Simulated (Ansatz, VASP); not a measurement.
**ZnS in VASP and in Ansatz**

The input INCAR:

```
SYSTEM = ZnS
ALGO = Normal ; EDIFF = 1E-7
ENCUT = 520 ; GGA = PE
ISIF = 2 ; ISMEAR = 0
LASPH = .TRUE. ; LCHARG = .FALSE.
LREAL = .FALSE. ; LWAVE = .FALSE.
NBANDS = 26 ; NELM = 80
PREC = Accurate ; SIGMA = 0.05
```

Contents of KPOINTS:

```
k-points
0
G
  9 9 4
  0 0 0
```

Contents of POSCAR:

```
ZnS
1.0
    3.6884088784      0.0000000000      0.0000000000
   -1.8442044392      3.1942557882      0.0000000000
    0.0000000000      0.0000000000      6.8523260142
Zn S
2 2
Direct
    0.3333333333      0.6666666667      0.0052003725
    0.6666666667      0.3333333333      0.5052003725
    0.3333333333      0.6666666667      0.3401405350
    0.6666666667      0.3333333333      0.8401405350
```

Input for Ansatz:

```yaml
crystal:
  lattice:
    - [3.6884088784, 0.0, 0.0]
    - [-1.8442044392, 3.1942557882, 0.0]
    - [0.0, 0.0, 6.8523260142]
  atoms:
    - { symbol: Zn, position: [0.3333333333, 0.6666666667, 0.0052003725] }
    - { symbol: Zn, position: [0.6666666667, 0.3333333333, 0.5052003725] }
    - { symbol: S, position: [0.3333333333, 0.6666666667, 0.340140535] }
    - { symbol: S, position: [0.6666666667, 0.3333333333, 0.840140535] }
basis:
  ecutwfc: 520.0
kpoints:
  mp_grid: { grid: [9, 9, 4] }
hamiltonian:
  xc: pbe
scf:
  occupations: { method: gaussian, width: 0.05 }
output:
  forces: true
  stress: true
  eigenvalues: true
```

Alike in both runs: task single point; functional PBE; k mesh 9 × 9 × 4; occupations gaussian, width 0.05 eV; no spin polarisation.

|  | VASP | Ansatz |
| --- | --- | --- |
| version | VASP 6.6.1 | Ansatz 0.2.0 |
| potentials or method | VASP PAW PBE potentials, release 64 (Zn, S), cutoff 520 eV | scalar-relativistic, plane waves, PAW |
| valence electrons in the cell | 36 | 36 |

|  | VASP | Ansatz | Ansatz less VASP |
| --- | --- | --- | --- |
| gap on the k mesh at the Fermi level (eV) | 1.22 | 1.22 | 0.000 |
| least direct gap on the mesh (eV) | 1.22 | 1.22 | 0.000 |
| pressure (GPa) | -0.9 | -1.0 | -0.15 |
| traceless stress, the component that is largest in VASP (GPa) | -5.85 | -5.89 | -0.047 |
| rms of the force components (eV/Å) | 0.506 | 0.506 | +0.0007 |

Atom by atom the forces differ by 0.001 eV/Å (rms over components).
